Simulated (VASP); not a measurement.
# HF in VASP: notebook

Runs on HF. Level: LDA. Tasks: single point.

Program: VASP 6.6.1. These are calculated values, not measurements. Logs are shortened: lines on timing, memory, paths and dates and some standing lists are left out, and cuts for length are marked.

### 1 The cell of the first run

The cell holds an amorphous packing of atoms, 16 atoms: a = 7.071 Å, b = 7.071 Å, c = 7.071 Å, α = 90.00°, β = 90.00°, γ = 90.00°.

### 2 Single point, LDA

Contents of INCAR:

```
ALGO = Normal ; EDIFF = 1E-6
ENCUT = 520 ; GGA_COMPAT = False
ISIF = 2 ; ISMEAR = -1
LASPH = True ; LCHARG = False
LREAL = False ; LWAVE = False
NBANDS = 46 ; NELM = 120
PREC = Accurate ; SIGMA = 0.02
```

Contents of KPOINTS:

```
k-points
0
Gamma
  1 1 1
```

Contents of POSCAR:

```
HF
1.0
    7.0713790000      0.0000000000      0.0000000000
    0.0000000000      7.0713790000      0.0000000000
    0.0000000000      0.0000000000      7.0713790000
F H
8 8
Direct
    0.2942990328      0.5922890005      0.2643755907
    0.4716336092      0.1989145257      0.7297445095
    0.3290588724      0.4453869606      0.5500765834
    0.5234198308     -0.0039030577      0.9686512348
    0.4107402531      0.6472004965      0.9168084471
    0.4253201533      0.8137026738      0.6100648827
    0.0561276662      0.2521290402      0.6660369922
    0.3200790115      0.9122124553      0.2131126051
    0.3288608912      0.7527527516      0.2342400259
    0.4219544731      0.3189759734      0.6437923918
    0.3421680552      0.5392583257      0.4007987692
    0.4913610202      0.1205281176      0.8935032332
    0.3888209075      0.6799380998      0.7910479696
    0.4425869410      0.9445116716      0.6147598651
    0.1190998248      0.3534671243      0.6132891477
    0.4172736322      0.9703764994      0.1105442093
```

Potentials or basis: VASP PAW LDA potentials, release 64 (F, H).

Started as:

```bash
$ cat potpaw_LDA.64/F/POTCAR potpaw_LDA.64/H/POTCAR > POTCAR
$ mpirun -np 1 vasp_gam > vasp.out
```

OUTCAR:

```text
EDIFF = 1E-6
   ENCUT = 520
   ISIF = 2
   ISMEAR = -1
   LASPH = True
   LREAL = False
   NELM = 120
   PREC = Accurate

 ion  position               nearest neighbor table
   1  0.294  0.592  0.264-  11 1.09   9 1.18
   2  0.472  0.199  0.730-  10 1.10  12 1.29
   3  0.329  0.445  0.550-  11 1.25  10 1.29
   4  0.523  0.996  0.969-  12 1.05  16 1.27
   5  0.411  0.647  0.917-  13 0.93
   6  0.425  0.814  0.610-  14 0.93
   7  0.056  0.252  0.666-  15 0.92
   8  0.320  0.912  0.213-  16 1.08   9 1.14
   9  0.329  0.753  0.234-   8 1.14   1 1.18
  10  0.422  0.319  0.644-   2 1.10   3 1.29
  11  0.342  0.539  0.401-   1 1.09   3 1.25
  12  0.491  0.121  0.894-   4 1.05   2 1.29
  13  0.389  0.680  0.791-   5 0.93
  14  0.443  0.945  0.615-   6 0.93
  15  0.119  0.353  0.613-   7 0.92
  16  0.417  0.970  0.111-   8 1.08   4 1.27

  LATTYP: Found a simple cubic cell.
 ALAT       =     7.0713790000

  Lattice vectors:

 A1 = (   7.0713790000,   0.0000000000,   0.0000000000)
 A2 = (   0.0000000000,   7.0713790000,   0.0000000000)
 A3 = (   0.0000000000,   0.0000000000,   7.0713790000)

Analysis of symmetry for initial positions (statically):
=====================================================================
 Subroutine PRICEL returns:
 Original cell was already a primitive cell.

 Routine SETGRP: Setting up the symmetry group for a
 simple cubic supercell.

 Subroutine GETGRP returns: Found  1 space group operations
 (whereof  1 operations were pure point group operations)
 out of a pool of 48 trial point group operations.

The static configuration has the point symmetry C_1 .

Analysis of symmetry for dynamics (positions and initial velocities):
=====================================================================
 Subroutine PRICEL returns:
 Original cell was already a primitive cell.

 Routine SETGRP: Setting up the symmetry group for a
 simple cubic supercell.

 Subroutine GETGRP returns: Found  1 space group operations
 (whereof  1 operations were pure point group operations)
 out of a pool of 48 trial point group operations.

The dynamic configuration has the point symmetry C_1 .

 Subroutine INISYM returns: Found  1 space group operations
 (whereof  1 operations are pure point group operations),
 and found     1 'primitive' translations

----------------------------------------------------------------------------------------

                                     Primitive cell

  volume of cell :     353.6001

  direct lattice vectors                    reciprocal lattice vectors
     7.071379000  0.000000000  0.000000000     0.141415133  0.000000000  0.000000000
     0.000000000  7.071379000  0.000000000     0.000000000  0.141415133  0.000000000
     0.000000000  0.000000000  7.071379000     0.000000000  0.000000000  0.141415133

  length of vectors
     7.071379000  7.071379000  7.071379000     0.141415133  0.141415133  0.141415133

  position of ions in fractional coordinates (direct lattice)
     0.294299033  0.592289001  0.264375591
     0.471633609  0.198914526  0.729744510
     0.329058872  0.445386961  0.550076583
     0.523419831  0.996096942  0.968651235
     0.410740253  0.647200496  0.916808447
     0.425320153  0.813702674  0.610064883
     0.056127666  0.252129040  0.666036992
     0.320079011  0.912212455  0.213112605
     0.328860891  0.752752752  0.234240026
     0.421954473  0.318975973  0.643792392
     0.342168055  0.539258326  0.400798769
     0.491361020  0.120528118  0.893503233
     0.388820907  0.679938100  0.791047970
     0.442586941  0.944511672  0.614759865
     0.119099825  0.353467124  0.613289148
     0.417273632  0.970376499  0.110544209

  ion indices of the primitive-cell ions
   primitive index   ion index
                 1           1
                 2           2
                 3           3
                 4           4
                 5           5
                 6           6
                 7           7
                 8           8
                 9           9
                10          10
                11          11
                12          12
                13          13
                14          14
                15          15
                16          16

----------------------------------------------------------------------------------------

 KPOINTS: k-points

Automatic generation of k-mesh.
 Grid dimensions read from file:
 generate k-points for:    1    1    1

 Generating k-lattice:

  Cartesian coordinates                     Fractional coordinates (reciprocal lattice)
     0.141415133  0.000000000  0.000000000     1.000000000  0.000000000  0.000000000
     0.000000000  0.141415133  0.000000000     0.000000000  1.000000000  0.000000000
     0.000000000  0.000000000  0.141415133     0.000000000  0.000000000  1.000000000

  Length of vectors
     0.141415133  0.141415133  0.141415133

  Shift w.r.t. Gamma in fractional coordinates (k-lattice)
     0.000000000  0.000000000  0.000000000

 Subroutine IBZKPT returns following result:
 ===========================================

 Found      1 irreducible k-points:

 Following reciprocal coordinates:
            Coordinates               Weight
  0.000000  0.000000  0.000000      1.000000
   k-points           NKPTS =      1   k-points in BZ     NKDIM =      1   number of bands    NBANDS=     46
   number of dos      NEDOS =    301   number of ions     NIONS =     16
   total plane-waves  NPLWV = 157464
   dimension x,y,z NGX =    54 NGY =   54 NGZ =   54
   dimension x,y,z NGXF=   108 NGYF=  108 NGZF=  108
   ions per type =               8   8
   NGX,Y,Z   is equivalent  to a cutoff of  12.70, 12.70, 12.70 a.u.
   NGXF,Y,Z  is equivalent  to a cutoff of  25.39, 25.39, 25.39 a.u.
 SYSTEM =  unknown system
   PREC   = accura    normal or accurate (medium, high low for compatibility)
   ISTART =      0    job   : 0-new  1-cont  2-samecut
   ICHARG =      2    charge: 1-file 2-atom 10-const
   ISPIN  =      1    spin polarized calculation?
   LNONCOLLINEAR =      F non collinear calculations
   LSORBIT =      F    spin-orbit coupling
   LASPH  =      T    aspherical Exc in radial PAW
   ENCUT  =  520.0 eV  38.22 Ry    6.18 a.u.  13.15 13.15 13.15*2*pi/ulx,y,z
   NELM   =    120;   NELMIN=  2; NELMDL= -5     # of ELM steps
   EDIFF  = 0.1E-05   stopping-criterion for ELM
   LREAL  =      F    real-space projection
   EDIFFG = 0.1E-04   stopping-criterion for IOM
   NSW    =      0    number of steps for IOM
   IBRION =     -1    ionic relax: 0-MD 1-quasi-New 2-CG
   NFREE  =      0    steps in history (QN), initial steepest desc. (CG)
   ISIF   =      2    stress and relaxation
   ISYM   =      2    0-nonsym 1-usesym 2-fastsym
   POTIM  = 0.5000    time-step for ionic-motion
   TEBEG  =    0.0;   TEEND  =   0.0 temperature during run
   PSTRESS=    0.0 pullay stress
   NELECT =      64.0000    total number of electrons
   NUPDOWN=      -1.0000    fix difference up-down
   EMIN   =  10.00;   EMAX   =-10.00  energy-range for DOS
   EFERMI =   0.00;   METHOD = LEGACY
   ISMEAR =    -1;   SIGMA  =   0.02  broadening in eV -4-tet -1-fermi 0-gaus
   EFERMI_NEDOS =   21; number of points for ismear=-14 and -15
   IALGO  =     38    algorithm
   IMIX   =      4    mixing-type and parameters
     AMIX     =   0.40;   BMIX     =  1.00
     AMIX_MAG =   1.60;   BMIX_MAG =  1.00
  volume/ion in A,a.u.               =      22.10       149.14
  Fermi-wavevector in a.u.,A,eV,Ry     =   0.926042  1.749966 11.667729  0.857554
  Thomas-Fermi vector in A             =   2.051962
   LORBIT       =      0    0 simple, 1 ext, 2 COOP (PROOUT), +10 PAW based schemes
   GGA     = CA    functional components
   LHFCALC =     F    Hartree Fock is set to
   AEXX    =    0.0000 exact exchange contribution
   IVDW    =     0    specifies the selected vdW correction
   LEPSILON=     F    determine dielectric tensor
   LRPA    =     F    only Hartree local field effects (RPA)
 non-spin polarized calculation
  energy-cutoff  :      520.00
  volume of cell :      353.60
 maximum number of plane-waves:      4730
 NGX is ok and might be reduce to    54
   NGX = 27   NGY = 27   NGZ = 27

 number of electron      63.9999996 magnetization

 Free energy of the ion-electron system (eV)
  ---------------------------------------------------
  ext. energy  EPLUGINS =         0.00000000
  ---------------------------------------------------
  free energy    TOTEN  =       -70.12286131 eV

  energy without entropy =      -70.12286131  energy(sigma->0) =      -70.12286131

 E-fermi :  -6.8402     XC(G=0):  -4.5941

 val. band max:       -7.3574930251   @ k =   0.0000   0.0000   0.0000
 cond. band min:      -0.5118898472   @ k =   0.0000   0.0000   0.0000
 fundamental gap:      6.8456031779
 Fermi energy:        -6.8402110211

 k-point     1 :       0.0000    0.0000    0.0000
  band No.  band energies     occupation
      1     -29.9612      2.00000
      2     -29.2634      2.00000
      3     -29.1597      2.00000
      4     -28.8937      2.00000
      5     -28.2369      2.00000
      6     -27.6676      2.00000
      7     -27.4547      2.00000
      8     -27.2472      2.00000
      9     -15.1065      2.00000
     10     -14.7951      2.00000
     11     -13.3147      2.00000
     12     -12.7143      2.00000
     13     -12.2844      2.00000
     14     -11.4026      2.00000
     15     -11.2225      2.00000
     16     -10.7799      2.00000
     17      -9.9870      2.00000
     18      -9.8435      2.00000
     19      -9.5627      2.00000
     20      -9.4989      2.00000
     21      -9.4161      2.00000
     22      -9.1739      2.00000
     23      -9.1090      2.00000
     24      -8.9937      2.00000
     25      -8.9411      2.00000
     26      -8.8020      2.00000
     27      -8.7281      2.00000
     28      -8.6018      2.00000
     29      -7.5111      2.00000
     30      -7.3991      2.00000
     31      -7.3774      2.00000
     32      -7.3575      2.00000
     33      -0.5119      0.00000
     34       2.3402      0.00000
     35       2.4030      0.00000
     36       2.8589      0.00000
     37       2.9154      0.00000
     38       3.1399      0.00000
     39       3.2707      0.00000
     40       4.4998      0.00000
     41       4.8937      0.00000
     42       5.2099      0.00000
     43       5.2371      0.00000
     44       5.2853      0.00000
 [bands above 44 left out]

------------------------ aborting loop because EDIFF is reached ----------------------------------------

  FORCE on cell =-STRESS in cart. coord.  units (eV):
  Direction    XX          YY          ZZ          XY          YZ          ZX
  --------------------------------------------------------------------------------------
  -------------------------------------------------------------------------------------
  Total       -1.0355897     -0.9805728     -0.3151825      1.4423146     -0.4091868     -0.5926654
  in kB       -4.6923020     -4.4430180     -1.4281054      6.5351902     -1.8540432     -2.6853929
  external PRESSURE =      -3.5211418 kB  Pullay stress =       0.0000000 kB

 VOLUME and BASIS-vectors are now :
 -----------------------------------------------------------------------------
  energy-cutoff  :      520.00
  volume of cell :      353.60
      direct lattice vectors                 reciprocal lattice vectors
     7.071379000  0.000000000  0.000000000     0.141415133  0.000000000  0.000000000
     0.000000000  7.071379000  0.000000000     0.000000000  0.141415133  0.000000000
     0.000000000  0.000000000  7.071379000     0.000000000  0.000000000  0.141415133

 POSITION                                       TOTAL-FORCE (eV/Angst)
 -----------------------------------------------------------------------------------
      2.08110      4.18830      1.86950         0.704994      0.599594      0.248927
      3.33510      1.40660      5.16030        -0.181649      0.602519     -1.010739
      2.32690      3.14950      3.88980         0.708590     -0.291194      0.354934
      3.70130      7.04378      6.84970        -0.400201      0.876030      0.810247
      2.90450      4.57660      6.48310         0.048976     -0.714362      1.462587
      3.00760      5.75400      4.31400        -0.192970     -1.068337     -0.512733
      0.39690      1.78290      4.70980        -1.095136     -1.461631      0.761314
      2.26340      6.45060      1.50700         0.384010      0.352539      0.090073
      2.32550      5.32300      1.65640        -0.503457     -0.512945     -0.026738
      2.98380      2.25560      4.55250        -0.403701      0.031487      0.260779
      2.41960      3.81330      2.83420        -0.646460     -0.430772      0.048584
      3.47460      0.85230      6.31830         0.247203     -0.666516     -0.269519
      2.74950      4.80810      5.59380        -0.014377      0.606922     -1.263083
      3.12970      6.67900      4.34720         0.117904      1.349669      0.343527
      0.84220      2.49950      4.33680         1.148118      1.367802     -0.749232
      2.95070      6.86190      0.78170         0.078154     -0.640807     -0.548930
 -----------------------------------------------------------------------------------
    total drift:                               -0.001241      0.000682     -0.001965

  FREE ENERGIE OF THE ION-ELECTRON SYSTEM (eV)
  ---------------------------------------------------
  free  energy   TOTEN  =       -70.1228613108 eV

  energy  without entropy=      -70.1228613108  energy(sigma->0) =      -70.12286131
```

It took 36 s on 1 thread of Intel Xeon 8259CL, shared host; peak memory 0.28 GiB.

Results:

- Free energy: -70.1229 eV
- Pressure: -0.4 GPa
- Largest force: 1.979 eV/Å
- Band gap on the k mesh: 6.85 eV

Forces on the atoms (eV/Å):
```
F    0.705  0.600  0.249
F   -0.182  0.603 -1.011
F    0.709 -0.291  0.355
F   -0.400  0.876  0.810
F    0.049 -0.714  1.463
F   -0.193 -1.068 -0.513
F   -1.095 -1.462  0.761
F    0.384  0.353  0.090
H   -0.503 -0.513 -0.027
H   -0.404  0.031  0.261
H   -0.646 -0.431  0.049
H    0.247 -0.667 -0.270
H   -0.014  0.607 -1.263
H    0.118  1.350  0.344
H    1.148  1.368 -0.749
H    0.078 -0.641 -0.549
```

Levels at points of the mesh, in eV from the valence-band top:
```
           k point  band 29  band 30  band 31  band 32  band 33  band 34  band 35  band 36
(0.00, 0.00, 0.00)    -0.15    -0.04    -0.02     0.00     6.85     9.70     9.76    10.22
```

Caveat: the k points lie up to 0.89 Å⁻¹ apart.

[end of part 1 of 3]
